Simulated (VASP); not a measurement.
## LiBe: single point with PBE

LiBe:

```
CELL_PARAMETERS angstrom
2.29599 0.00000 0.00000
0.00000 3.61277 0.00000
-0.40174 0.00000 5.51353
ATOMIC_POSITIONS crystal
Be 0.24358 0.75000 0.42383
Be 0.75642 0.25000 0.57617
Li 0.26315 0.75000 0.84514
Li 0.73685 0.25000 0.15486
```

* Program: VASP 6.6.1
* Task: single point
* Functional: PBE
* Potentials or basis: VASP PAW PBE potentials, release 64 (Be, Li_sv)
* Cutoff: 750 eV
* k mesh: 10 × 7 × 5
* Occupations: methfessel-paxton, width 0.1 eV
* Spin: no spin polarisation

```
Pressure               : -0.3 GPa
Largest force          : 0.071 eV/Å
Band gap on the k mesh : zero (bands 5 and 6 overlap by 4.56 eV)
```

Forces on the atoms (eV/Å):
```
Be  -0.002  0.000  0.071
Be   0.002  0.000 -0.071
Li   0.005  0.000 -0.057
Li  -0.005  0.000  0.057
```

Stress tensor (GPa, compression positive):
```
 0.29  0.00 -0.32
 0.00 -0.19  0.00
-0.32  0.00 -1.03
```

Levels at points of the mesh, in eV from the Fermi level:
| k point | band 2 | band 3 | band 4 | band 5 | band 6 | band 7 | band 8 | band 9 |
| --- | --- | --- | --- | --- | --- | --- | --- | --- |
| (0.00, 0.00, 0.00) | -46.00 | -7.38 | -2.89 | -2.05 | -0.56 | 4.54 | 5.79 | 6.09 |
| (0.50, 0.00, 0.00) | -45.91 | -2.25 | -2.24 | 0.75 | 1.95 | 5.50 | 6.14 | 6.24 |

Wall time 80 s on 1 thread of Intel(R) Xeon(R) Platinum 8488C (Sapphire Rapids) (shared host), peak memory 0.23 GiB.
